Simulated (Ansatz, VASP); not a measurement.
# TlRh2: VASP beside Ansatz

```
Tl Rh
1.0
     3.01475    0.00000    0.00000
     0.00000    5.22171    0.00000
     0.00000    0.00000    6.57255
Tl Rh
2 4
Direct
  0.50000 0.50000 0.00000
  0.00000 0.00000 0.00000
  0.50000 0.16667 0.65297
  0.00000 0.66667 0.65297
  0.00000 0.33333 0.34703
  0.50000 0.83333 0.34703
```

Alike in both runs: task single point; functional PBE; k mesh 8 × 4 × 4; occupations gaussian, width 0.2 eV; no spin polarisation.

|  | VASP | Ansatz |
| --- | --- | --- |
| version | VASP 6.6.1 | Ansatz 0.2.0 |
| potentials or method | VASP PAW PBE potentials, release 64 (Tl_d, Rh_pv), cutoff 520 eV | scalar-relativistic, plane waves, PAW |
| valence electrons in the cell | 86 | 94 |

|  | VASP | Ansatz | Ansatz less VASP |
| --- | --- | --- | --- |
| gap on the k mesh at the Fermi level (eV) | none | none | - |
| pressure (GPa) | 0.3 | 0.3 | -0.04 |
| traceless stress, the component that is largest in VASP (GPa) | -0.41 | -0.38 | +0.031 |
| rms of the force components (eV/Å) | 0.022 | 0.028 | +0.0052 |

Atom by atom the forces differ by 0.005 eV/Å (rms over components). A gap of «none» marks a metal or a gap that the smearing closes. VASP's potentials hold 86 valence electrons a cell and Ansatz's 94, so a difference there can come from the potentials and not from the codes.

Neither program's run includes spin-orbit coupling.
